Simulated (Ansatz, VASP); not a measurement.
**One calculation of KCl, two programs**

```xyz
2
Lattice="3.7708 0.0000 0.0000 0.0000 3.7708 0.0000 0.0000 0.0000 3.7708" Properties=species:S:1:pos:R:3 pbc="T T T"
K     0.0000    0.0000    0.0000
Cl    1.8854    1.8854    1.8854
```

Alike in both runs: task single point; functional PBE; k mesh 6 × 6 × 6; no spin polarisation.

|  | VASP | Ansatz |
| --- | --- | --- |
| version | VASP 6.6.1 | Ansatz 0.2.0 |
| potentials or method | VASP PAW PBE potentials, release 64 (K_sv, Cl) | plane waves, PAW |
| plane-wave cutoff (eV) | 500 | 420 |
| occupations | gaussian, width 0.01 eV | fixed |
| valence electrons in the cell | 16 | 16 |

|  | VASP | Ansatz | Ansatz less VASP |
| --- | --- | --- | --- |
| gap on the k mesh at the Fermi level (eV) | 5.03 | 5.03 | +0.002 |
